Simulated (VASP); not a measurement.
Au, 2 atoms in the cell. The structure is hexagonal, space group P6_3/mmc (No. 194). The conventional cell has a = 2.533 Å, b = 2.533 Å, c = 4.182 Å, α = 90.00°, β = 90.00°, γ = 120.00°. Au (site symmetry -6m2) has 12 Au at 2.53 to 2.55 Å within 3.3 Å.  This cell differs from its parent crystal: volume scaled by 0.7.

| Quantity | Value |
| --- | --- |
| Program | VASP 6.6.1 |
| Task | single point |
| Functional | LDA |
| Potentials or basis | VASP PAW LDA potentials, release 64 (Au) |
| Cutoff | 500 eV |
| k mesh | 15 × 15 × 8 |
| Occupations | fermi-dirac, width 0.08 eV |
| Spin | no spin polarisation |
| Dipole correction | no |
| Further INCAR settings | ALGO = Normal; EDIFF = 1e-06; NBANDS = 18 |

Potentials or basis: VASP PAW LDA potentials, release 64 (Au).

The run is started by

```sh
$ cat potpaw_LDA.64/Au/POTCAR > POTCAR
$ mpirun -np 1 vasp_std > vasp.out
```

Hardware: 1 thread of AMD EPYC 7R13 (shared host).

Problem. Estimate the wall time of this run.

Solution. It took 54 s on 1 thread of AMD EPYC 7R13, with other jobs on the host, peak memory 0.13 GiB. Counts: scf iterations 11, k points 135.
